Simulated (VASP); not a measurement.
Runs of VASP 6.6.1 on Re. The structure is that of space group I4/mmm (No. 139), or close to it. The cells are those of the table. 

```tsv
cell	gap on the mesh (eV)	pressure (GPa)
a = 2.925, b = 2.925, c = 2.769 Å, angles 61.8, 61.8, 56.5°, 1 atom	none	-29.4
a = 2.731, b = 2.581, c = 2.621 Å, angles 63.3, 57.6, 59.0°, 1 atom	none	74.0
a = 2.925, b = 3.035, c = 2.885 Å, angles 59.1, 63.0, 57.9°, 1 atom	none	(b)
a = 2.731, b = 2.617, c = 2.657 Å, angles 62.4, 58.1, 59.5°, 1 atom	none	(a)
a = 2.846, b = 2.737, c = 2.657 Å, angles 63.7, 59.5, 56.8°, 1 atom	none	13.9
a = 2.846, b = 2.773, c = 2.694 Å, angles 62.7, 60.0, 57.3°, 1 atom	none	1.4
a = 2.694, b = 2.541, c = 2.621 Å, angles 62.9, 57.1, 60.0°, 1 atom	none	94.8
a = 2.846, b = 2.921 Å, angles 59.1, 61.8, 59.1°, 1 atom	none	-31.3
```

Alike in all rows: task single point; level PBE; potentials or basis VASP PAW PBE potentials, release 64 (Re); no spin polarisation; k mesh 10 × 10 × 10; cutoff (eV) 520; smearing gaussian 0.15 eV.

Problem. Fill in the values left out.

Solution. (a) 54.1; (b) -44.0.

Caveats: spin-orbit coupling is left out, which moves the levels of the heavy elements.

A k mesh can miss the band edges, and the runs leave out spin-orbit coupling on Re.

A gap of «none» marks levels without a gap at the run's occupations.
